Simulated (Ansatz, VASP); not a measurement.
# AlSn in VASP and in Ansatz

```xyz
2
Lattice="4.1981 0.0000 0.0000 -2.0991 3.6357 0.0000 0.0000 0.0000 3.3068" Properties=species:S:1:pos:R:3 pbc="T T T"
Sn    0.0000    2.4238    1.6534
Al    0.0000    0.0000    0.0000
```

Alike in both runs: task relaxation of cell and atoms; functional HF; k mesh 4 × 4 × 4; occupations fermi-dirac, width 0.05 eV; no spin polarisation.

|  | VASP | Ansatz |
| --- | --- | --- |
| version | VASP 6.6.1 | Ansatz 0.2.0 |
| potentials or method | VASP PAW PBE potentials, release 64 (Sn_d, Al) | Ansatz PAW |
| plane-wave cutoff (eV) | 600 | 420 |
| valence electrons in the cell | 17 | 17 |

Ansatz gave:

| Property | Result |
| --- | --- |
| gap on the k mesh at the Fermi level, each at its own relaxed structure (eV) | none |
| relaxed volume (Å³/atom) | 27.02 |
| relaxed length of the cell vector where the two differ most in proportion (Å) | 4.216 |

Problem. Which values does VASP return?

Solution. gap on the k mesh at the Fermi level, each at its own relaxed structure (eV): none; relaxed volume (Å³/atom): 27.96; relaxed length of the cell vector where the two differ most in proportion (Å): 4.269.

VASP's potentials were made for PBE, not for HF. A gap of «none» marks a metal or a gap that the smearing closes.

The k mesh is coarse, so the values compare programs but aren't converged. Noted on Ansatz's run: the plane-wave basis is chosen anew once the cell has moved, so the energies of steps on either side of that aren't comparable.
